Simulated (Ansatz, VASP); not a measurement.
One calculation of Ta4O, two programs

Contents of INCAR:

```
SYSTEM = Ta4O
PREC = Accurate ; ENCUT = 520
EDIFF = 1E-6 ; ISMEAR = 1
SIGMA = 0.3 ; LREAL = .FALSE.
LASPH = .TRUE. ; NELM = 100
ALGO = Normal ; ISIF = 2
LWAVE = .FALSE. ; LCHARG = .FALSE.
GGA = PS ; NBANDS = 33
```

Contents of KPOINTS:

```
Automatic mesh
0
G
  12 12 6
  0 0 0
```

The input POSCAR:

```
Ta4O
1.0
    3.2574970000      0.0000000000      0.0000000000
    0.0000000000      3.2574970000      0.0000000000
    0.0000000000      0.0000000000      7.4093410000
Ta O
4 1
Direct
    0.0000000000      0.0000000000      0.5000000000
    0.5000000000      0.5000000000      0.7831580000
    0.5000000000      0.5000000000      0.2168420000
    0.0000000000      0.0000000000      0.0000000000
    0.5000000000      0.5000000000      0.5000000000
```

Input for Ansatz:

```yaml
crystal:
  lattice:
    - [3.257497, 0.0, 0.0]
    - [0.0, 3.257497, 0.0]
    - [0.0, 0.0, 7.409341]
  atoms:
    - { symbol: Ta, position: [0.0, 0.0, 0.5] }
    - { symbol: Ta, position: [0.5, 0.5, 0.783158] }
    - { symbol: Ta, position: [0.5, 0.5, 0.216842] }
    - { symbol: Ta, position: [0.0, 0.0, 0.0] }
    - { symbol: O, position: [0.5, 0.5, 0.5] }
basis:
  ecutwfc: 420
kpoints:
  mp_grid: { grid: [12, 12, 6] }
hamiltonian:
  xc: pbesol
scf:
  occupations: { method: methfessel_paxton, width: 0.3 }
output:
  forces: true
  stress: true
  eigenvalues: true
```

Alike in both runs: task single point; functional PBEsol; k mesh 12 × 12 × 6; occupations methfessel-paxton of order 1, width 0.3 eV; no spin polarisation.

```csv
,VASP,Ansatz
version,VASP 6.6.1,Ansatz 0.2.0
potentials or method,"VASP PAW PBE potentials, release 64 (Ta_pv, O), cutoff 520 eV","scalar-relativistic, plane waves, PAW"
valence electrons in the cell,50,58
```

```tsv
	VASP	Ansatz	Ansatz less VASP
gap on the k mesh at the Fermi level (eV)	none	none	-
pressure (GPa)	-7.9	-8.2	-0.28
traceless stress, the component that is largest in VASP (GPa)	-0.34	-0.46	-0.125
rms of the force components (eV/Å)	0.022	0.035	+0.0129
```

VASP's potentials were made for PBE, not for PBEsol. Atom by atom the forces differ by 0.013 eV/Å (rms over components). A gap of «none» marks a metal or a gap that the smearing closes. VASP's potentials hold 50 valence electrons a cell and Ansatz's 58, so a difference there can come from the potentials and not from the codes.

Spin-orbit coupling is off throughout.
